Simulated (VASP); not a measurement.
Crystal: CdSe.

```
Cd Se
1.0
     4.30000    0.00000    0.00000
    -2.15000    3.72391    0.00000
     0.00000    0.00000    7.02000
Cd Se
2 2
Direct
  0.66667 0.33333 0.50000
  0.33333 0.66667 0.00000
  0.66667 0.33333 0.88500
  0.33333 0.66667 0.38500
```

* Program: VASP 6.6.1
* Task: relaxation of cell and atoms
* Functional: PBE
* Dispersion: D3(BJ)
* Potentials or basis: VASP PAW PBE potentials, release 64 (Cd, Se)
* Cutoff: 600 eV
* k mesh: 7 × 7 × 4
* Occupations: fermi-dirac, width 0.05 eV
* Spin: no spin polarisation

At the start: pressure 1.2 GPa; volume 28.10 Å³/atom.

**Question.** How do energy, volume and symmetry change on relaxing?

**Answer.** Over 7 steps the energy falls by 7.2 meV/atom and the volume is 28.69 Å³/atom (+2.1 %); space group P6_3mc (No. 186, to 0.1 Å) before and after.

Step by step:
```csv
step,energy change (eV),largest force (eV/Å),pressure (GPa),volume (Å³)
1,0.0000,0.2930,1.22,112.41
2,-0.0235,0.0451,-0.45,115.90
3,-0.0245,0.0860,-0.20,115.31
4,-0.0259,0.0461,-0.01,114.86
5,-0.0262,0.0197,0.13,114.58
6,-0.0274,0.0140,0.10,114.63
7,-0.0289,0.0045,0.03,114.77
```

Final structure:
```
Cd Se
1.0
     4.32764    0.00000    0.00000
    -2.16382    3.74784    0.00000
     0.00000    0.00000    7.07621
Cd Se
2 2
Direct
  0.66667 0.33333 0.50499
  0.33333 0.66667 0.00499
  0.66667 0.33333 0.88001
  0.33333 0.66667 0.38001
```
